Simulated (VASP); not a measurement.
Set up this calculation in VASP 6.6.1, as the native input.

```yaml
Task: single point
Functional: PBEsol
Potentials_or_basis: VASP PAW PBE potentials, release 64 (Hf_pv, B)
Cutoff: 520 eV
k_mesh: 10 × 10 × 10
Occupations: fermi-dirac, width 0.05 eV
Spin: no spin polarisation
Dipole_correction: no
Further_INCAR_settings: ALGO = Normal; EDIFF = 1e-06; NBANDS = 14
```

The structure of HfB lies in POSCAR:

```
HfB
1.0
    0.0000000000      2.2787799567      2.2787799567
    2.2787799567      0.0000000000      2.2787799567
    2.2787799567      2.2787799567      0.0000000000
Hf B
1 1
Direct
    0.5000000000      0.5000000000      0.5000000000
    0.0000000000      0.0000000000      0.0000000000
```

This cell differs from its parent crystal: volume scaled by 0.96.

These files were run (other wordings do the same):

INCAR

```
SYSTEM = HfB
ALGO = Normal
EDIFF = 1E-6
ENCUT = 520
GGA = PS
ISIF = 2
ISMEAR = -1
LASPH = .TRUE.
LCHARG = .FALSE.
LREAL = .FALSE.
LWAVE = .FALSE.
NBANDS = 14
NELM = 80
PREC = Accurate
SIGMA = 0.05
```

KPOINTS

```
k-points
0
G
  10 10 10
  0 0 0
```

Potentials or basis: VASP PAW PBE potentials, release 64 (Hf_pv, B).

Command:

```bash
$ cat potpaw_PBE.64/Hf_pv/POTCAR potpaw_PBE.64/B/POTCAR > POTCAR
$ mpirun -np 1 vasp_std > vasp.out
```

It gave:

The pressure is 36.2 GPa.

Caveat: the PAW data sets were made with another functional, which shifts forces and pressure a little.

Run time: 9.1 s on 1 thread of Intel(R) Xeon(R) Platinum 8259CL CPU @ 2.50GHz (Skylake/Cascade Lake) (shared host), peak memory 0.14 GiB.
